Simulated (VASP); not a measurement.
Write the native input for VASP 6.6.1 that does the following.

```
Task                   : single point
Functional             : PBE
Potentials or basis    : VASP PAW PBE potentials, release 64 (Zn, O)
Cutoff                 : 520 eV
k mesh                 : 10 × 10 × 6
Occupations            : gaussian, width 0.01 eV
Spin                   : no spin polarisation
Dipole correction      : no
Further INCAR settings : ALGO = Normal; EDIFF = 1e-06; NBANDS = 26
```

The structure of ZnO (ZnO (P6_3mc)) lies in POSCAR:

```
ZnO
1.0
    3.2794177518      0.0000000000      0.0000000000
   -1.6397088759      2.8400590827      0.0000000000
    0.0000000000      0.0000000000      5.2931678709
Zn O
2 2
Direct
    0.6666666667      0.3333333333      0.5006019136
    0.3333333333      0.6666666667      0.0006019136
    0.6666666667      0.3333333333      0.8797080864
    0.3333333333      0.6666666667      0.3797080864
```

The input as run:

INCAR

```
SYSTEM = ZnO
PREC = Accurate ; ENCUT = 520
EDIFF = 1E-6 ; ISMEAR = 0
SIGMA = 0.01 ; LREAL = .False.
LASPH = .True. ; NELM = 100
ALGO = Normal ; ISIF = 2
LWAVE = .False. ; LCHARG = .True.
GGA = PE ; LELF = .True.
LVHAR = .True. ; NBANDS = 26
```

KPOINTS

```
Automatic mesh
0
Gamma
  10 10 6
  0 0 0
```

Potentials or basis: VASP PAW PBE potentials, release 64 (Zn, O).

Run with:

```console
$ cat potpaw_PBE.64/Zn/POTCAR potpaw_PBE.64/O/POTCAR > POTCAR
$ mpirun -np 1 vasp_std > vasp.out
```

It gave:

```
Pressure               : 0.9 GPa
Band gap on the k mesh : 0.73 eV, direct
```

It took 36 s on 1 thread of AMD EPYC 9R45 96-Core Processor (Zen 5) (shared host), peak memory 0.17 GiB.
